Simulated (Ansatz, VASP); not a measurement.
Two plane-wave programs on C

File INCAR:

```
SYSTEM = C
  PREC = Accurate
  ENCUT = 520
  EDIFF = 1E-6
  ISMEAR = -1
  SIGMA = 0.05
  LREAL = .FALSE.
  LASPH = .TRUE.
  NELM = 80
  ALGO = Normal
  ISIF = 2
  LWAVE = .FALSE.
  LCHARG = .FALSE.
  GGA = RE
  IVDW = 13
  NBANDS = 36
```

File KPOINTS:

```
Automatic mesh
0
G
  12 12 3
  0 0 0
```

POSCAR

```
C
1.0
    2.5388031358      0.0000000000      0.0000000000
   -1.2694015679      2.1986680108      0.0000000000
    0.0000000000      0.0000000000     12.4375282125
C
12
Direct
    0.6666666667      0.3333333333      0.3541700000
    0.3333333333      0.6666666667      0.8541700000
    0.6666666667      0.3333333333      0.1458300000
    0.3333333333      0.6666666667      0.6458300000
    0.6666666667      0.3333333333      0.4791700000
    0.3333333333      0.6666666667      0.9791700000
    0.6666666667      0.3333333333      0.0208300000
    0.3333333333      0.6666666667      0.5208300000
    0.0000000000      0.0000000000      0.8125000000
    0.0000000000      0.0000000000      0.3125000000
    0.0000000000      0.0000000000      0.6875000000
    0.0000000000      0.0000000000      0.1875000000
```

The input input.yaml:

```yaml
crystal:
  lattice:
    - [2.5388031358, 0.0, 0.0]
    - [-1.2694015679, 2.1986680108, 0.0]
    - [0.0, 0.0, 12.4375282125]
  atoms:
    - { symbol: C, position: [0.6666666667, 0.3333333333, 0.35417] }
    - { symbol: C, position: [0.3333333333, 0.6666666667, 0.85417] }
    - { symbol: C, position: [0.6666666667, 0.3333333333, 0.14583] }
    - { symbol: C, position: [0.3333333333, 0.6666666667, 0.64583] }
    - { symbol: C, position: [0.6666666667, 0.3333333333, 0.47917] }
    - { symbol: C, position: [0.3333333333, 0.6666666667, 0.97917] }
    - { symbol: C, position: [0.6666666667, 0.3333333333, 0.02083] }
    - { symbol: C, position: [0.3333333333, 0.6666666667, 0.52083] }
    - { symbol: C, position: [0.0, 0.0, 0.8125] }
    - { symbol: C, position: [0.0, 0.0, 0.3125] }
    - { symbol: C, position: [0.0, 0.0, 0.6875] }
    - { symbol: C, position: [0.0, 0.0, 0.1875] }
hamiltonian:
  xc: revpbe
  pseudopotentials: { kind: paw }
  dispersion: d4
kpoints:
  mp_grid: { grid: [12, 12, 3] }
scf:
  occupations: { method: fermi_dirac, width: 0.05 }
output:
  forces: true
  stress: true
  eigenvalues: true
```

Alike in both runs: task single point; functional revPBE; dispersion D4; k mesh 12 × 12 × 3; occupations fermi-dirac, width 0.05 eV; no spin polarisation.

```csv
,VASP,Ansatz
version,VASP 6.6.1,Ansatz 0.2.0
potentials or method,"VASP PAW PBE potentials, release 64 (C)",Ansatz PAW
plane-wave cutoff (eV),520,420
valence electrons in the cell,48,48
```

```csv
,VASP,Ansatz,Ansatz less VASP
gap on the k mesh at the Fermi level (eV),4.32,4.33,+0.010
least direct gap on the mesh (eV),5.25,5.26,+0.009
pressure (GPa),-13.8,-14.3,-0.50
"traceless stress, the component that is largest in VASP (GPa)",5.20,5.19,-0.003
rms of the force components (eV/Å),0.146,0.146,-0.0002
```

VASP's potentials were made for PBE, not for revPBE. Atom by atom the forces differ by 0.003 eV/Å (rms over components).

Noted on Ansatz's run: odd divisions of the mesh miss points on the zone boundary, where band edges often lie, so the gap on the mesh can be too wide.
